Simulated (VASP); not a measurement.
Wanted: the native input for a VASP 6.6.1 run.

| Item | Value |
| --- | --- |
| Task | single point |
| Functional | PBEsol |
| Potentials or basis | VASP PAW PBE potentials, release 64 (H) |
| Cutoff | 520 eV |
| k mesh | 1 × 1 × 1 |
| Occupations | gaussian, width 0.01 eV |
| Spin | no spin polarisation |
| Dipole correction | no |
| Further INCAR settings | ALGO = Normal; EDIFF = 1e-07; NBANDS = 8 |

The structure of H2 lies in POSCAR:

```
H
1.0
   13.0000000000      0.0000000000      0.0000000000
    0.0000000000     13.3000000000      0.0000000000
    0.0000000000      0.0000000000     13.6000000000
H
2
Direct
    0.4708355866      0.5000000000      0.5000000000
    0.5291644134      0.5000000000      0.5000000000
```

These files were run (other wordings do the same):

INCAR

```
SYSTEM = H
PREC = Accurate
ENCUT = 520
EDIFF = 1E-7
ISMEAR = 0
SIGMA = 0.01
LREAL = .False.
LASPH = .True.
NELM = 60
ALGO = Normal
ISIF = 2
LWAVE = .False.
LCHARG = .False.
GGA = PS
NBANDS = 8
```

KPOINTS

```
regular mesh
0
Gamma
  1 1 1
  0 0 0
```

Potentials or basis: VASP PAW PBE potentials, release 64 (H).

Run with:

```bash
$ cat potpaw_PBE.64/H/POTCAR > POTCAR
$ mpirun -np 1 vasp_gam > vasp.out
```

It gave:

```
Largest force                   : 0.003 eV/Å
Gap between the frontier levels : 10.05 eV
```

Caveat: the PAW data sets were made with another functional, which shifts forces and pressure a little.

It took 4.7 min on 1 thread of Intel Xeon 8259CL, on a shared host, peak memory 1.4 GiB.
